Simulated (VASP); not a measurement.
# MgO: relaxation of cell and atoms with r2SCAN

MgO:

```xyz
2
Lattice="0.0000 2.1269 2.1269 2.1269 0.0000 2.1269 2.1269 2.1269 0.0000" Properties=species:S:1:pos:R:3 pbc="T T T"
Mg    0.0000    0.0000    0.0000
O     2.1269    2.1269    2.1269
```

```json
{
  "Program": "VASP 6.6.1",
  "Task": "relaxation of cell and atoms",
  "Functional": "r2SCAN",
  "Potentials or basis": "VASP PAW PBE potentials, release 64 (Mg_sv, O)",
  "Cutoff": "920 eV",
  "k mesh": "10 × 10 × 10",
  "Occupations": "fermi-dirac, width 0.02 eV",
  "Spin": "no spin polarisation",
  "Dipole correction": "no",
  "Further INCAR settings": "ALGO = Normal; EDIFF = 1e-07; IBRION = 2; EDIFFG = -0.005; NSW = 80; ISIF = 3"
}
```

| Property | Result |
| --- | --- |
| Relaxed volume | 9.32 Å³/atom |
| Relaxed cell | a = 2.976 Å, b = 2.976 Å, c = 2.976 Å, α = 60.00°, β = 60.00°, γ = 60.00° |
| Space group after relaxing (to 0.1 Å) | Fm-3m (No. 225) |
| Energy gained by relaxing | 4.6 meV/atom |
| Ionic steps | 4 |
| Pressure after relaxing | 0.0 GPa |
| Band gap on the k mesh | 5.67 eV |

The path:
```tsv
step	energy change (eV)	largest force (eV/Å)	pressure (GPa)	volume (Å³)
1	0.0000	0.0000	-4.89	19.24
2	-0.0078	0.0000	1.83	18.44
3	-0.0091	0.0000	-0.14	18.65
4	-0.0091	0.0000	0.00	18.64
```

Final structure:
```
CELL_PARAMETERS angstrom
0.00000 2.10429 2.10429
2.10429 0.00000 2.10429
2.10429 2.10429 0.00000
ATOMIC_POSITIONS crystal
Mg 0.00000 0.00000 0.00000
O 0.50000 0.50000 0.50000
```

Levels at points of the mesh, in eV from the valence-band top:
```tsv
k point	band 6	band 7	band 8	band 9	band 10	band 11
(0.00, 0.00, 0.00)	0.00	0.00	0.00	5.67	16.88	16.88
(0.50, 0.00, 0.00)	-4.61	-0.68	-0.68	8.85	13.87	17.54
(0.50, 0.50, 0.00)	-4.08	-1.37	-1.37	10.05	11.18	14.34
```

Wall time 5.6 min on 1 thread of Intel(R) Xeon(R) Platinum 8259CL CPU @ 2.50GHz (Skylake/Cascade Lake) (shared host), peak memory 0.19 GiB.

Caveat: the PAW data sets were made with another functional, which shifts forces and pressure a little. r2SCAN opens gaps a little over a GGA but as a rule still falls short of measured ones.
